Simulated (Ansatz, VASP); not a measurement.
## One calculation of Sn, two programs

INCAR

```
SYSTEM = Sn
PREC = Accurate
ENCUT = 520
EDIFF = 1E-7
ISMEAR = 0
SIGMA = 0.015
LREAL = .FALSE.
LASPH = .TRUE.
NELM = 60
ALGO = Normal
ISIF = 2
LWAVE = .FALSE.
LCHARG = .FALSE.
GGA = PE
NBANDS = 21
```

KPOINTS

```
Automatic mesh
0
G
  9 9 9
  0 0 0
```

The input POSCAR:

```
Sn
1.0
   -2.9401404553      2.9401404553      1.5993019889
    2.9401404553     -2.9401404553      1.5993019889
    2.9401404553      2.9401404553     -1.5993019889
Sn
2
Direct
    0.0000000000      0.0000000000      0.0000000000
    0.7500000000      0.2500000000      0.5000000000
```

input.yaml

```yaml
crystal:
  lattice:
    - [-2.9401404553, 2.9401404553, 1.5993019889]
    - [2.9401404553, -2.9401404553, 1.5993019889]
    - [2.9401404553, 2.9401404553, -1.5993019889]
  atoms:
    - { symbol: Sn, position: [0.0, 0.0, 0.0] }
    - { symbol: Sn, position: [0.75, 0.25, 0.5] }
kpoints:
  mp_grid: { grid: [9, 9, 9] }
scf:
  occupations: { method: gaussian, width: 0.015 }
hamiltonian:
  xc: pbe
  pseudopotentials: { kind: all_electron, lapw: { basis_error: 0.001 } }
output:
  forces: true
  stress: true
  eigenvalues: true
```

Alike in both runs: task single point; functional PBE; k mesh 9 × 9 × 9; occupations gaussian, width 0.015 eV; no spin polarisation.

|  | VASP | Ansatz |
| --- | --- | --- |
| version | VASP 6.6.1 | Ansatz 0.2.0 |
| potentials or method | VASP PAW PBE potentials, release 64 (Sn_d), cutoff 520 eV | all-electron LAPW, scalar-relativistic |

|  | VASP | Ansatz | Ansatz less VASP |
| --- | --- | --- | --- |
| gap on the k mesh at the Fermi level (eV) | none | none | - |
| pressure (GPa) | 1.4 | 1.4 | +0.07 |
| traceless stress, the component that is largest in VASP (GPa) | -0.25 | -0.25 | 0.000 |

A gap of «none» marks a metal or a gap that the smearing closes. Ansatz ran all-electron here, and VASP with PAW potentials.
